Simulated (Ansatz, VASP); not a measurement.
**FeCo: VASP beside Ansatz**

File INCAR:

```
SYSTEM = FeCo
PREC = Accurate
ENCUT = 600
EDIFF = 1E-6
ISMEAR = -1
SIGMA = 0.05
LREAL = .FALSE.
LASPH = .TRUE.
NELM = 200
ALGO = Normal
ISIF = 2
LWAVE = .FALSE.
LCHARG = .FALSE.
ISPIN = 2
MAGMOM = 3 -2
LORBIT = 11
LMAXMIX = 4
GGA = PE
NBANDS = 20
GGA_COMPAT = .FALSE.
```

KPOINTS

```
regular mesh
0
G
  13 13 13
  0 0 0
```

POSCAR

```
FeCo
1.0
    2.8570000000      0.0000000000      0.0000000000
    0.0000000000      2.8570000000      0.0000000000
    0.0000000000      0.0000000000      2.8570000000
Fe Co
1 1
Direct
    0.5000000000      0.5000000000      0.5000000000
    0.0000000000      0.0000000000      0.0000000000
```

Input for Ansatz:

```yaml
crystal:
  lattice:
    - [2.857, 0.0, 0.0]
    - [0.0, 2.857, 0.0]
    - [0.0, 0.0, 2.857]
  atoms:
    - { symbol: Fe, position: [0.5, 0.5, 0.5], spin: 3.0 }
    - { symbol: Co, position: [0.0, 0.0, 0.0], spin: -2.0 }
magnetization:
  spin_polarized: true
kpoints:
  mp_grid: { grid: [13, 13, 13] }
scf:
  occupations: { method: fermi_dirac, width: 0.05 }
hamiltonian:
  xc: pbe
  pseudopotentials: { kind: all_electron, lapw: { basis_error: 0.00025 } }
output:
  forces: true
  stress: true
  eigenvalues: true
  populations: true
```

Alike in both runs: task single point; functional PBE; k mesh 13 × 13 × 13; occupations fermi-dirac, width 0.05 eV; collinear spin.

|  | VASP | Ansatz |
| --- | --- | --- |
| version | VASP 6.6.1 | Ansatz 0.2.0 |
| potentials or method | VASP PAW PBE potentials, release 64 (Fe, Co), cutoff 600 eV | all-electron LAPW, scalar-relativistic |

```tsv
	VASP	Ansatz	Ansatz less VASP
pressure (GPa)	-14.6	-2.4	+12.18
net moment per atom (μB)	0.16	2.27	+2.112
size of the moment on the site where the two differ most (μB)	0.96	2.85	+1.884
```

The net moments are unlike, so the other rows may belong to different states. Site moments also hang on the region over which each program counts them. Ansatz ran all-electron here, and VASP with PAW potentials. Ansatz's warnings: seeded moment not kept.
